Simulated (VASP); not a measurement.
**PbS (rocksalt type): single point with r2SCAN**

Crystal: PbS (rocksalt type).

```
Pb S
1.0
     0.00000    2.92608    2.92608
     2.92608    0.00000    2.92608
     2.92608    2.92608    0.00000
Pb S
1 1
Direct
  0.00000 0.00000 0.00000
  0.50000 0.50000 0.50000
```

```yaml
Program: VASP 6.6.1
Task: single point
Functional: r2SCAN
Potentials_or_basis: VASP PAW PBE potentials, release 64 (Pb_d, S)
Cutoff: 520 eV
k_mesh: 12 × 12 × 12
Occupations: fermi-dirac, width 0.05 eV
Spin: no spin polarisation
```

The pressure is 4.1 GPa and the band gap on the k mesh is 0.45 eV.

Levels at points of the mesh, in eV from the valence-band top:
```csv
k point,band 6,band 7,band 8,band 9,band 10,band 11,band 12,band 13,band 14,band 15
"(0.00, 0.00, 0.00)",-14.67,-6.09,-2.62,-2.62,-2.62,5.61,5.61,5.61,6.96,6.96
"(0.50, 0.00, 0.00)",-13.32,-9.44,-2.18,-2.18,0.00,0.45,2.01,2.01,9.16,10.48
"(0.50, 0.50, 0.00)",-12.77,-7.50,-5.83,-3.97,-3.97,3.90,6.09,6.19,6.19,11.66
```

Run time: 5.6 min on 1 thread of Intel Xeon 8259CL, with other jobs on the host, peak memory 0.22 GiB.

Caveat: the cell stands under pressure; the PAW data sets were made with another functional, which shifts forces and pressure a little; spin-orbit coupling is left out, which moves the levels of the heavy elements. A k mesh can miss the band edges.
